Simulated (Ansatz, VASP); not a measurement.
**MnO in VASP and in Ansatz**

The input INCAR:

```
SYSTEM = MnO
  ALGO = Normal
  EDIFF = 1E-7
  ENCUT = 520
  GGA = PE
  ISIF = 2
  ISMEAR = -1
  ISPIN = 2
  LASPH = .TRUE.
  LCHARG = .FALSE.
  LMAXMIX = 4
  LORBIT = 11
  LREAL = .FALSE.
  LWAVE = .FALSE.
  MAGMOM = 4 0
  NBANDS = 20
  NELM = 150
  PREC = Accurate
  SIGMA = 0.05
```

Contents of KPOINTS:

```
k-points
0
G
  14 14 14
  0 0 0
```

Contents of POSCAR:

```
MnO
1.0
    0.0000000000      2.3799837233      2.3799837233
    2.3799837233      0.0000000000      2.3799837233
    2.3799837233      2.3799837233      0.0000000000
Mn O
1 1
Direct
    0.0000000000      0.0000000000      0.0000000000
    0.2500000000      0.2500000000      0.2500000000
```

Input for Ansatz:

```yaml
crystal:
  lattice:
    - [0.0, 2.3799837233, 2.3799837233]
    - [2.3799837233, 0.0, 2.3799837233]
    - [2.3799837233, 2.3799837233, 0.0]
  atoms:
    - { symbol: Mn, position: [0.0, 0.0, 0.0], spin: 4.0 }
    - { symbol: O, position: [0.25, 0.25, 0.25] }
magnetization:
  spin_polarized: true
kpoints:
  mp_grid: { grid: [14, 14, 14] }
scf:
  occupations: { method: fermi_dirac, width: 0.05 }
hamiltonian:
  xc: pbe
  pseudopotentials: { kind: all_electron, lapw: { basis_error: 0.0005 } }
output:
  forces: true
  stress: true
  eigenvalues: true
```

Change from the starting cell: volume scaled by 0.975.

Alike in both runs: task single point; functional PBE; k mesh 14 × 14 × 14; occupations fermi-dirac, width 0.05 eV; collinear spin.

|  | VASP | Ansatz |
| --- | --- | --- |
| version | VASP 6.6.1 | Ansatz 0.2.0 |
| potentials or method | VASP PAW PBE potentials, release 64 (Mn_pv, O), cutoff 520 eV | all-electron LAPW, scalar-relativistic |

VASP gave:

* pressure (GPa): 3.3
* net moment per atom (μB): 2.49
* size of the moment on the site where the two differ most (μB): 4.41

Question: Estimate Ansatz's values.

Answer: Pressure (GPa): 3.0; net moment per atom (μB): 2.49; size of the moment on the site where the two differ most (μB): 4.29.

Site moments also hang on the region over which each program counts them. Ansatz ran all-electron here, and VASP with PAW potentials.
